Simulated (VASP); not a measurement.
# NiO (P4_2/mmc) in VASP: further runs, part 2 of 2

VASP 6.6.1.

**3. Relaxation of shape and atoms at fixed volume, PBE (9.13 Å³/atom)**

This run uses another cell than the first one, of 9.13 Å³/atom.

File INCAR:

```
SYSTEM = NiO
PREC = Accurate ; ENCUT = 600
EDIFF = 1E-6 ; ISMEAR = 0
SIGMA = 0.1 ; LREAL = .False.
LASPH = .True. ; NELM = 100
ALGO = Normal ; ISIF = 4
LWAVE = .False. ; LCHARG = .False.
GGA = PE ; IBRION = 2
NSW = 50 ; EDIFFG = -0.01
```

File KPOINTS:

```
regular mesh
0
Gamma
  16 16 10
  0 0 0
```

File POSCAR:

```
NiO
1.0
    2.7228264033      0.0000000000      0.0000000000
    0.0000000000      2.7228264033      0.0000000000
    0.0000000000      0.0000000000      4.9255941752
Ni O
2 2
Direct
    0.0000000000      0.5000000000      0.5000000000
    0.5000000000      0.0000000000      0.0000000000
    0.0000000000      0.0000000000      0.2500000000
    0.0000000000      0.0000000000      0.7500000000
```

Potentials or basis: VASP PAW PBE potentials, release 64 (Ni, O).

Command:

```sh
cat potpaw_PBE.64/Ni/POTCAR potpaw_PBE.64/O/POTCAR > POTCAR
mpirun -np 1 vasp_std > vasp.out
```

OUTCAR:

```text
SYSTEM = NiO
   PREC = Accurate
   ENCUT = 600
   EDIFF = 1E-6
   ISMEAR = 0
   LREAL = .False.
   LASPH = .True.
   NELM = 100
   ISIF = 4
   GGA = PE
   IBRION = 2
   NSW = 50
   EDIFFG = -0.01

 ion  position               nearest neighbor table
   1  0.000  0.500  0.500-   3 1.84   4 1.84   3 1.84   4 1.84
   2  0.500  0.000  0.000-   3 1.84   4 1.84   3 1.84   4 1.84
   3  0.000  0.000  0.250-   1 1.84   2 1.84   1 1.84   2 1.84
   4  0.000  0.000  0.750-   1 1.84   2 1.84   1 1.84   2 1.84

  LATTYP: Found a simple tetragonal cell.
 ALAT       =     2.7228264033
 C/A-ratio  =     1.8090004450

  Lattice vectors:

 A1 = (   2.7228264033,   0.0000000000,   0.0000000000)
 A2 = (   0.0000000000,   2.7228264033,   0.0000000000)
 A3 = (   0.0000000000,   0.0000000000,   4.9255941752)

Analysis of symmetry for initial positions (statically):
=====================================================================
 Subroutine PRICEL returns:
 Original cell was already a primitive cell.

 Routine SETGRP: Setting up the symmetry group for a
 simple tetragonal supercell.

 Subroutine GETGRP returns: Found 16 space group operations
 (whereof  8 operations were pure point group operations)
 out of a pool of 16 trial point group operations.

The static configuration has the point symmetry D_2h.
 The point group associated with its full space group is D_4h.

Analysis of symmetry for dynamics (positions and initial velocities):
=====================================================================
 Subroutine PRICEL returns:
 Original cell was already a primitive cell.

 Routine SETGRP: Setting up the symmetry group for a
 simple tetragonal supercell.

 Subroutine GETGRP returns: Found 16 space group operations
[... 132 lines left out ...]
   LORBIT       =      0    0 simple, 1 ext, 2 COOP (PROOUT), +10 PAW based schemes
   GGA     = PE    functional components
   LHFCALC =     F    Hartree Fock is set to
   AEXX    =    0.0000 exact exchange contribution
   IVDW    =     0    specifies the selected vdW correction
   LEPSILON=     F    determine dielectric tensor
   LRPA    =     F    only Hartree local field effects (RPA)
 conjugate gradient relaxation of ions
 non-spin polarized calculation
 Gauss-broadening in eV      SIGMA  =   0.10
  energy-cutoff  :      600.00
  volume of cell :       36.52
 maximum number of plane-waves:      1240
 NGX is ok and might be reduce to    24
   NGX = 11   NGY = 11   NGZ = 19

--------------------------------------- Ionic step        1  -------------------------------------------

 number of electron      32.0000003 magnetization

 Free energy of the ion-electron system (eV)
  ---------------------------------------------------
  ext. energy  EPLUGINS =         0.00000000
  ---------------------------------------------------
  free energy    TOTEN  =       -24.04259597 eV

  energy without entropy =      -24.03565780  energy(sigma->0) =      -24.03912688

------------------------ aborting loop because EDIFF is reached ----------------------------------------

  FORCE on cell =-STRESS in cart. coord.  units (eV):
  Direction    XX          YY          ZZ          XY          YZ          ZX
  --------------------------------------------------------------------------------------
  -------------------------------------------------------------------------------------
  Total        4.6855386      4.6855386      5.5187589      0.0000000      0.0000000      0.0000000
  in kB      205.5756018    205.5756018    242.1327142      0.0000000      0.0000000      0.0000000
  external PRESSURE =     217.7613060 kB  Pullay stress =       0.0000000 kB
[... 63 lines left out ...]
--------------------------------------- Ionic step        3  -------------------------------------------

 number of electron      31.9999996 magnetization

 Free energy of the ion-electron system (eV)
  ---------------------------------------------------
  ext. energy  EPLUGINS =         0.00000000
  ---------------------------------------------------
  free energy    TOTEN  =       -24.04730108 eV

  energy without entropy =      -24.03982455  energy(sigma->0) =      -24.04356281

 E-fermi :   7.9579     XC(G=0): -12.4852

 val. band max:        7.9547806233   @ k =   0.5000   0.2500   0.0000
 cond. band min:       7.9590185740   @ k =   0.4375   0.3125   0.0000
 fundamental gap:      0.0042379508
 Fermi energy:         7.9579424941

 k-point     1 :       0.0000    0.0000    0.0000
  band No.  band energies     occupation
      1     -13.6617      2.00000
      2     -12.0279      2.00000
      3      -1.9080      2.00000
      4       1.5002      2.00000
      5       1.5002      2.00000
      6       3.7259      2.00000
[... 541 lines left out ...]
     19      12.1845      0.00000
     20      15.0974      0.00000

 [... further k-points ...]

------------------------ aborting loop because EDIFF is reached ----------------------------------------

  FORCE on cell =-STRESS in cart. coord.  units (eV):
  Direction    XX          YY          ZZ          XY          YZ          ZX
  --------------------------------------------------------------------------------------
  -------------------------------------------------------------------------------------
  Total        4.7126589      4.7126589      4.7233288      0.0000000      0.0000000      0.0000000
  in kB      206.7654917    206.7654917    207.2336289      0.0000000      0.0000000      0.0000000
  external PRESSURE =     206.9215374 kB  Pullay stress =       0.0000000 kB
[... 19 lines left out ...]
  FREE ENERGIE OF THE ION-ELECTRON SYSTEM (eV)
  ---------------------------------------------------
  free  energy   TOTEN  =       -24.0473010822 eV

  energy  without entropy=      -24.0398245468  energy(sigma->0) =      -24.04356281

 reached required accuracy - stopping structural energy minimisation
```

OSZICAR:

```text
N       E                     dE             d eps       ncg     rms          rms(c)
DAV:   1     0.278551088966E+03    0.27855E+03   -0.17864E+04 10888   0.239E+03
DAV:   2     0.378147649672E+01   -0.27477E+03   -0.25385E+03 11276   0.434E+02
DAV:   3    -0.287315500280E+02   -0.32513E+02   -0.31363E+02 11572   0.173E+02
DAV:   4    -0.296604865419E+02   -0.92894E+00   -0.92462E+00 11420   0.301E+01
[... 23 lines left out ...]
DAV:   2    -0.240482875537E+02    0.21785E-02   -0.40475E-03 12976   0.956E-01    0.266E-01
DAV:   3    -0.240473404502E+02    0.94710E-03   -0.70020E-04 15988   0.468E-01    0.598E-02
DAV:   4    -0.240473179770E+02    0.22473E-04   -0.21683E-04 14776   0.333E-01    0.381E-02
DAV:   5    -0.240473015427E+02    0.16434E-04   -0.68912E-05 12880   0.174E-01    0.123E-02
DAV:   6    -0.240473010822E+02    0.46044E-06   -0.79577E-06 14656   0.276E-02
   3 F= -.24047301E+02 E0= -.24043563E+02  d E =-.470511E-02
```

Run time: 2.4 min. Hardware: 1 thread of Intel Xeon 6975P-C (Granite Rapids), shared host; peak memory 0.33 GiB.

Results:

```
Free energy               : -24.0473 eV
Energy gained by relaxing : 1.2 meV/atom
Ionic steps               : 3
Pressure after relaxing   : 20.7 GPa
Band gap on the k mesh    : zero (bands 16 and 17 overlap by 0.38 eV)
```

The path:
| step | energy change (eV) | largest force (eV/Å) | pressure (GPa) | volume (Å³) |
| --- | --- | --- | --- | --- |
| 1 | 0.0000 | 0.0000 | 21.78 | 36.52 |
| 2 | -0.0039 | 0.0000 | 21.15 | 36.52 |
| 3 | -0.0047 | 0.0000 | 20.69 | 36.52 |

Final structure:
```cif
data_structure
_symmetry_space_group_name_H-M 'P 1'
_symmetry_Int_Tables_number 1
_cell_length_a 2.7076
_cell_length_b 2.7076
_cell_length_c 4.9810
_cell_angle_alpha 90.000
_cell_angle_beta 90.000
_cell_angle_gamma 90.000
_cell_volume 36.52
loop_
_atom_site_label
_atom_site_type_symbol
_atom_site_fract_x
_atom_site_fract_y
_atom_site_fract_z
_atom_site_occupancy
Ni1 Ni 0.00000 0.50000 0.50000 1
Ni2 Ni 0.50000 0.00000 0.00000 1
O1 O 0.00000 0.00000 0.25000 1
O2 O 0.00000 0.00000 0.75000 1
```

Levels at points of the mesh, in eV from the Fermi level:
| k point | band 14 | band 15 | band 16 | band 17 | band 18 | band 19 |
| --- | --- | --- | --- | --- | --- | --- |
| (0.00, 0.00, 0.00) | -1.42 | -1.36 | -1.23 | 1.61 | 1.61 | 3.13 |
| (0.50, 0.00, 0.00) | -1.07 | -0.73 | -0.18 | 1.15 | 1.19 | 3.96 |
| (0.50, 0.50, 0.00) | -1.53 | -0.48 | 0.23 | 0.23 | 2.22 | 2.36 |
| (0.00, 0.00, 0.50) | -1.30 | -0.63 | -0.63 | 0.83 | 0.83 | 4.98 |
| (0.50, 0.00, 0.50) | -1.38 | -1.12 | -0.42 | 1.15 | 1.65 | 4.63 |
| (0.50, 0.50, 0.50) | -1.34 | -0.01 | -0.01 | 0.63 | 0.63 | 4.68 |

Caveat: the run has no spin polarisation, though such a crystal can be magnetic; semilocal functionals often make such compounds metallic where correlation or magnetic order opens a gap, which also shifts bond lengths. With open d or f shells a metallic result of PBE can be an artefact of self-interaction; +U or a hybrid may open a gap.
